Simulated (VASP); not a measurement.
Ti, 1 atom in the cell. The structure is trigonal, space group R-3m (No. 166). Conventional cell: a = 2.885 Å, b = 2.885 Å, c = 6.962 Å, α = 90.00°, β = 90.00°, γ = 120.00°. Ti (site symmetry -3m) has 12 Ti at 2.86 to 2.89 Å within 3.8 Å.  This cell differs from its parent crystal: equal xy, yz and zx shear strains of -1 %.

* Program: VASP 6.6.1
* Task: electric field gradients
* Functional: LDA
* Potentials or basis: VASP PAW LDA potentials, release 64 (Ti_sv)
* Cutoff: 520 eV
* k mesh: 15 × 15 × 15
* Occupations: fermi-dirac, width 0.05 eV
* Spin: no spin polarisation
* Dipole correction: no
* Further INCAR settings: ALGO = Normal; EDIFF = 1e-08; NBANDS = 12

Potentials or basis: VASP PAW LDA potentials, release 64 (Ti_sv).

Command:

```bash
$ cat potpaw_LDA.64/Ti_sv/POTCAR > POTCAR
$ mpirun -np 1 vasp_std > vasp.out
```

Hardware: 1 thread of AMD EPYC 7R13 (shared host).

Q: Estimate the wall time of this run.

A: Run time: 2.1 min on 1 thread of AMD EPYC 7R13, on a shared host, peak memory 0.15 GiB. Counts: scf iterations 14, k points 344.
